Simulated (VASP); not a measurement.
Crystal: TePb.

```
Pb Te
1.0
     4.45597    0.00000    0.00000
    -2.22798    3.85898    0.00000
     0.00000    0.00000    4.18920
Pb Te
1 1
Direct
  0.00000 0.00000 0.00000
  0.66667 0.33333 0.50000
```

Base run:

```yaml
Program: VASP 6.6.1
Functional: PBE
Potentials_or_basis: VASP PAW PBE potentials, release 64 (Pb_d, Te)
Cutoff: 520 eV
k_mesh: 10 × 10 × 8
Occupations: gaussian, width 0.05 eV
Spin: no spin polarisation
```

Its results: band gap on the k mesh zero (band 10 reaches 5.13 eV, above the bottom of band 11 at 4.65 eV); pressure -0.1 GPa.

The run is repeated on the same cell with these changes: functional from PBE to LDA; potentials or basis from VASP PAW PBE potentials, release 64 (Pb_d, Te) to VASP PAW LDA potentials, release 64 (Pb_d, Te). What comes out?

Band gap on the k mesh zero (band 10 reaches 4.91 eV, above the bottom of band 11 at 4.35 eV); pressure -3.4 GPa.

Caveats: spin-orbit coupling is left out, which moves the levels of the heavy elements.
